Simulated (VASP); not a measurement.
# MgS (I-4m2) in VASP: G0W0 quasiparticle levels with PBE

Aim: the G0W0 quasiparticle levels of MgS with PBE.

Program: VASP 6.6.1. These are calculated values, not measurements. Logs are shortened: lines on timing, memory, paths and dates and some standing lists are left out, and cuts for length are marked.

## Step 1: The cell of the first run

Symmetry: I-4m2, No. 119, tetragonal system. The conventional cell has a = 4.003 Å, b = 4.003 Å, c = 5.775 Å, α = 90.00°, β = 90.00°, γ = 90.00°. Mg (site symmetry -4m2) has 4 S at 2.47 Å within 3.3 Å. Within 3.3 Å of S (site symmetry -4m2) lie 4 Mg at 2.47 Å.

## Step 2: G0W0 quasiparticle levels, PBE

File POSCAR:

```
MgS
1.0
    0.0000000000      2.8308768412      2.8874943781
    2.8308768412      0.0000000000      2.8874943781
    2.8308768412      2.8308768412      0.0000000000
Mg S
1 1
Direct
    0.0000000000      0.0000000000      0.0000000000
    0.2500000000      0.2500000000      0.2500000000
```

File INCAR.step1:

```
PREC     = Accurate       # precision mode
ENCUT    = 500            # plane-wave cutoff, eV
EDIFF    = 1E-8           # SCF threshold, eV
ISMEAR   = 0              # smearing method
SIGMA    = 0.01           # smearing width, eV
LREAL    = False          # projectors in reciprocal space
LASPH    = True           # aspherical terms in the spheres
NELM     = 100            # most SCF steps
ALGO     = Normal         # electronic algorithm
LWAVE    = True           # write WAVECAR
LCHARG   = False          # write CHGCAR
GGA      = PE             # functional
```

File INCAR.step2:

```
PREC     = Accurate       # precision mode
ENCUT    = 500            # plane-wave cutoff, eV
EDIFF    = 1E-8           # SCF threshold, eV
ISMEAR   = 0              # smearing method
SIGMA    = 0.01           # smearing width, eV
LREAL    = False          # projectors in reciprocal space
LASPH    = True           # aspherical terms in the spheres
NELM     = 1              # most SCF steps
ALGO     = Exact          # electronic algorithm
LWAVE    = True           # write WAVECAR
LCHARG   = False          # write CHGCAR
GGA      = PE             # functional
NBANDS   = 197            # bands
LOPTICS  = True           # frequency-dependent dielectric function
ISTART   = 1
```

File INCAR.step3:

```
PREC     = Accurate       # precision mode
ENCUT    = 500            # plane-wave cutoff, eV
EDIFF    = 1E-8           # SCF threshold, eV
ISMEAR   = 0              # smearing method
SIGMA    = 0.01           # smearing width, eV
LREAL    = False          # projectors in reciprocal space
LASPH    = True           # aspherical terms in the spheres
ALGO     = EVGW0          # electronic algorithm
LWAVE    = False          # write WAVECAR
LCHARG   = False          # write CHGCAR
GGA      = PE             # functional
NELMGW   = 1            
NBANDS   = 197            # bands
ENCUTGW  = 150.0          # cutoff of the response function
NOMEGA   = 96             # frequency points
PRECFOCK = Fast         
ISTART   = 1            
NBANDSGW = 12           
OMEGAMAX = 20
```

File KPOINTS:

```
Automatic mesh
0
Gamma
  4 4 4
```

Potentials or basis: VASP PAW PBE potentials, release 64 (Mg_GW, S_GW).

The run is started by

```bash
cat potpaw_PBE.64/Mg_GW/POTCAR potpaw_PBE.64/S_GW/POTCAR > POTCAR
cp INCAR.step1 INCAR
mpirun -np 1 vasp_std > vasp.out
cp INCAR.step2 INCAR
mpirun -np 1 vasp_std > vasp.out
cp INCAR.step3 INCAR
mpirun -np 1 vasp_std > vasp.out
```

OUTCAR:

```text
PREC = Accurate
   ENCUT = 500
   EDIFF = 1E-8
   ISMEAR = 0
   LREAL = False
   LASPH = True
   GGA = PE
   NELMGW = 1
   ENCUTGW = 150.0
   PRECFOCK = Fast
   ISTART = 1

 ion  position               nearest neighbor table
   1  0.000  0.000  0.000-   2 2.47   2 2.47   2 2.47   2 2.47
   2  0.250  0.250  0.250-   1 2.47   1 2.47   1 2.47   1 2.47

  LATTYP: Found a body centered tetragonal cell.
 ALAT       =     4.0034644222
 C/A-ratio  =     1.4424978337

  Lattice vectors:

 A1 = (  -2.8308768412,   0.0000000000,   2.8874943781)
 A2 = (   2.8308768412,   0.0000000000,   2.8874943781)
 A3 = (   0.0000000000,   2.8308768412,  -2.8874943781)

Analysis of symmetry for initial positions (statically):
=====================================================================
 Subroutine PRICEL returns:
 Original cell was already a primitive cell.

 Routine SETGRP: Setting up the symmetry group for a
 body centered tetragonal supercell.

 Subroutine GETGRP returns: Found  8 space group operations
 (whereof  8 operations were pure point group operations)
 out of a pool of 16 trial point group operations.

The static configuration has the point symmetry D_2d.

Analysis of symmetry for dynamics (positions and initial velocities):
=====================================================================
 Subroutine PRICEL returns:
 Original cell was already a primitive cell.

 Routine SETGRP: Setting up the symmetry group for a
 body centered tetragonal supercell.

 Subroutine GETGRP returns: Found  8 space group operations
 (whereof  8 operations were pure point group operations)
 out of a pool of 16 trial point group operations.

The dynamic configuration has the point symmetry D_2d.

 Subroutine INISYM returns: Found  8 space group operations
 (whereof  8 operations are pure point group operations),
 and found     1 'primitive' translations

----------------------------------------------------------------------------------------

                                     Primitive cell

  volume of cell :      46.2800

  direct lattice vectors                    reciprocal lattice vectors
     0.000000000  2.830876841  2.887494378    -0.176623721  0.176623721  0.173160510
     2.830876841  0.000000000  2.887494378     0.176623721 -0.176623721  0.173160510
     2.830876841  2.830876841  0.000000000     0.176623721  0.176623721 -0.173160510

  length of vectors
     4.043697253  4.043697253  4.003464422     0.303934927  0.303934927  0.303934927

  position of ions in fractional coordinates (direct lattice)
     0.000000000  0.000000000  0.000000000
     0.250000000  0.250000000  0.250000000

  ion indices of the primitive-cell ions
   primitive index   ion index
                 1           1
                 2           2

----------------------------------------------------------------------------------------

 KPOINTS: Automatic mesh

Automatic generation of k-mesh.
 Grid dimensions read from file:
 generate k-points for:    4    4    4

 Generating k-lattice:

  Cartesian coordinates                     Fractional coordinates (reciprocal lattice)
    -0.044155930  0.044155930  0.043290128     0.250000000  0.000000000  0.000000000
     0.044155930 -0.044155930  0.043290128     0.000000000  0.250000000  0.000000000
     0.044155930  0.044155930 -0.043290128    -0.000000000 -0.000000000  0.250000000

  Length of vectors
     0.075983732  0.075983732  0.075983732

  Shift w.r.t. Gamma in fractional coordinates (k-lattice)
     0.000000000  0.000000000  0.000000000

 Subroutine IBZKPT returns following result:
 ===========================================

 Found     13 irreducible k-points:

 Following reciprocal coordinates:
            Coordinates               Weight
  0.000000  0.000000  0.000000      1.000000
  0.250000  0.000000  0.000000      8.000000
  0.500000  0.000000  0.000000      4.000000
  0.250000  0.250000  0.000000      2.000000
  0.500000  0.250000  0.000000      8.000000
 -0.250000  0.250000  0.000000      4.000000
  0.500000  0.500000  0.000000      1.000000
  0.250000  0.000000  0.250000      4.000000
  0.500000  0.000000  0.250000     16.000000
 -0.250000 -0.000000  0.250000      8.000000
 -0.250000  0.500000  0.250000      4.000000
  0.500000  0.000000  0.500000      2.000000
 -0.250000  0.250000  0.500000      2.000000
   k-points           NKPTS =     13   k-points in BZ     NKDIM =     64   number of bands    NBANDS=    197
   number of dos      NEDOS =    301   number of ions     NIONS =      2
   total plane-waves  NPLWV =  27000
   dimension x,y,z NGX =    30 NGY =   30 NGZ =   30
   dimension x,y,z NGXF=    60 NGYF=   60 NGZF=   60
   ions per type =               1   1
   NGX,Y,Z   is equivalent  to a cutoff of  12.33, 12.33, 12.46 a.u.
   NGXF,Y,Z  is equivalent  to a cutoff of  24.67, 24.67, 24.92 a.u.
 SYSTEM =  unknown system
   PREC   = accura    normal or accurate (medium, high low for compatibility)
   ISTART =      1    job   : 0-new  1-cont  2-samecut
   ICHARG =      0    charge: 1-file 2-atom 10-const
   ISPIN  =      1    spin polarized calculation?
   LNONCOLLINEAR =      F non collinear calculations
   LSORBIT =      F    spin-orbit coupling
   LASPH  =      T    aspherical Exc in radial PAW
   ENCUT  =  500.0 eV  36.75 Ry    6.06 a.u.   7.37  7.37  7.30*2*pi/ulx,y,z
   NELM   =     60;   NELMIN=  2; NELMDL=  0     # of ELM steps
   EDIFF  = 0.1E-07   stopping-criterion for ELM
   LREAL  =      F    real-space projection
   EDIFFG = 0.1E-06   stopping-criterion for IOM
   NSW    =      0    number of steps for IOM
   IBRION =     -1    ionic relax: 0-MD 1-quasi-New 2-CG
   NFREE  =      0    steps in history (QN), initial steepest desc. (CG)
   ISIF   =      0    stress and relaxation
   ISYM   =      3    0-nonsym 1-usesym 2-fastsym
   POTIM  = 0.5000    time-step for ionic-motion
   TEBEG  =    0.0;   TEEND  =   0.0 temperature during run
   PSTRESS=    0.0 pullay stress
   NELECT =       8.0000    total number of electrons
   NUPDOWN=      -1.0000    fix difference up-down
   EMIN   =  10.00;   EMAX   =-10.00  energy-range for DOS
   EFERMI =   0.00;   METHOD = LEGACY
   ISMEAR =     0;   SIGMA  =   0.01  broadening in eV -4-tet -1-fermi 0-gaus
   EFERMI_NEDOS =   21; number of points for ismear=-14 and -15
   IALGO  =     38    algorithm
   IMIX   =      4    mixing-type and parameters
     AMIX     =   0.40;   BMIX     =  1.00
     AMIX_MAG =   1.60;   BMIX_MAG =  1.00
  volume/ion in A,a.u.               =      23.14       156.16
  Fermi-wavevector in a.u.,A,eV,Ry     =   0.911956  1.723347 11.315468  0.831663
  Thomas-Fermi vector in A             =   2.036295
   LORBIT       =      0    0 simple, 1 ext, 2 COOP (PROOUT), +10 PAW based schemes
   GGA     = PE    functional components
   LHFCALC =     T    Hartree Fock is set to
   PRECFOCK=fast      Normal, Fast or Accurate (Low or Medium for compatibility)
   ENCUT4O =  -1.0   cutoff for four orbital integrals eV
   NKREDX  =     1    reduce k-point grid by
   NKREDY  =     1    reduce k-point grid by
   NKREDZ  =     1    reduce k-point grid by
   AEXX    =    1.0000 exact exchange contribution
   HFSCREEN=    0.0000 screening length (either q_TF or 0.3 A-1)
   HFSCREENC=   0.0000 screening length for correlation (either q_TF or 0.3 A-1)
   ENCUTFOCK=  -1.0 apply spherical cutoff to Coloumb kernel
   IVDW    =     0    specifies the selected vdW correction
   LEPSILON=     F    determine dielectric tensor
   LRPA    =     F    only Hartree local field effects (RPA)
   LRPAFORCE           =     F    calculate RPA forces
   ENCUTGW             = 150.0    cutoff for response function in eV
   ENCUTGWSOFT         = 120.0    soft cutoff for Coulomb kernel in GW response function in eV
   ENCUTLF             =  -1.0    cutoff for local field effects
   NELMGW              =     1    number of iterations in solving QP/BSE equation
   NELMHF              =     1    number of iterations in the inner HF iteration
   NKREDLFX            =     1    NKREDLFY  =   1   NKREDLFZ  =   1
 non-spin polarized calculation
 Gauss-broadening in eV      SIGMA  =   0.01
  energy-cutoff  :      500.00
  volume of cell :       46.28
 maximum number of plane-waves:      1195
 NGX is ok and might be reduce to    30
  NGX = 18; NGY = 18; NGZ = 18
   NGX = 15   NGY = 15   NGZ = 15
 maximum number of plane-waves:       200
 NGX is ok and might be reduce to    18

 QP shifts <psi_nk| G(iteration)W_0 |psi_nk>: iteration 1
 for sc-GW calculations column KS-energies equals QP-energies in previous step
 and V_xc(KS)=  KS-energies - (<T + V_ion + V_H > + <T+V_H+V_ion>^1  + <V_x>^1)

 k-point   1 :       0.0000    0.0000    0.0000
  band No.  KS-energies  QP-energies   sigma(KS)   V_xc(KS)     V^pw_x(r,r')   Z            occupation Imag(sigma)

      1     -10.2410     -11.1577     -14.1118     -12.8449     -20.8825       0.7236       2.0000       1.3393
      2       0.9287      -0.2910     -14.4872     -12.8845     -16.1424       0.7610       2.0000       0.0329
      3       0.9825      -0.2372     -14.4900     -12.8877     -16.1437       0.7612       2.0000       0.0323
      4       0.9825      -0.2372     -14.4900     -12.8877     -16.1437       0.7612       2.0000       0.0323
      5       4.3168       4.7517      -7.6974      -8.2395      -4.2909       0.8022       0.0000      -0.0565
      6       8.8199       9.5892      -7.7650      -8.7480      -3.7977       0.7826       0.0000      -0.0751
      7       8.8353       9.6055      -7.7305      -8.7147      -3.7577       0.7826       0.0000      -0.0756
      8       8.8353       9.6055      -7.7305      -8.7147      -3.7577       0.7826       0.0000      -0.0756
      9      11.5185      12.3408      -8.3076      -9.3780      -3.8867       0.7682       0.0000      -0.1211
     10      11.8461      12.6757      -8.3748      -9.4609      -3.8914       0.7638       0.0000      -0.1310
     11      14.4669      14.6297      -6.5167      -6.7279      -1.5211       0.7705       0.0000      -0.4411
     12      14.5137      14.7826      -6.2805      -6.6373      -1.4082       0.7538       0.0000      -0.3136

 k-point   2 :       0.2500    0.0000    0.0000
  band No.  KS-energies  QP-energies   sigma(KS)   V_xc(KS)     V^pw_x(r,r')   Z            occupation Imag(sigma)
[... 177 lines left out ...]
      1      -9.3604     -10.0889     -14.7791     -13.6919     -21.3704       0.6701       2.0000       1.0270
      2      -1.2865      -2.6221     -12.8777     -11.0708     -15.1121       0.7392       2.0000       0.0600
      3      -0.8165      -2.1922     -13.0946     -11.2484     -15.1805       0.7451       2.0000       0.0519
      4      -0.3280      -1.6505     -13.2019     -11.4478     -15.0866       0.7539       2.0000       0.0419
      5       6.3998       6.7992      -7.5652      -8.0685      -4.0264       0.7935       0.0000      -0.0640
      6       8.6737       9.5816      -8.8219      -9.9973      -4.7459       0.7724       0.0000      -0.0800
      7       9.0444       9.6101      -7.8970      -8.6175      -3.9860       0.7852       0.0000      -0.0763
      8       9.2512       9.8189      -7.2373      -7.9731      -3.0298       0.7717       0.0000      -0.0926
      9      13.4771      14.0184      -8.2025      -8.9502      -2.8952       0.7240       0.0000      -0.3027
     10      14.6917      15.0778      -8.1771      -8.7026      -2.9066       0.7347       0.0000      -0.3856
     11      14.7100      15.6869      -9.8891     -11.2108      -4.5347       0.7392       0.0000      -0.3123
     12      15.9741      16.8004      -9.2672     -10.3501      -3.7870       0.7630       0.0000      -0.5015
```

It took 5.6 min on 1 thread of Intel Xeon Platinum 8259CL at 2.50GHz (Skylake/Cascade Lake), shared host; peak memory 0.57 GiB.

What came out:

* Quasiparticle gap: 4.99 eV
* Least direct quasiparticle gap: 4.99 eV
* Band gap of the starting levels on the mesh: 3.33 eV
* Least direct gap of the starting levels on the mesh: 3.33 eV

Caveat: the k points lie up to 0.48 Å⁻¹ apart; bands, screening cutoff and mesh are small and nothing is extrapolated, so the quasiparticle values aren't converged; the structure was generated, so it needn't be the stable form of MgS.
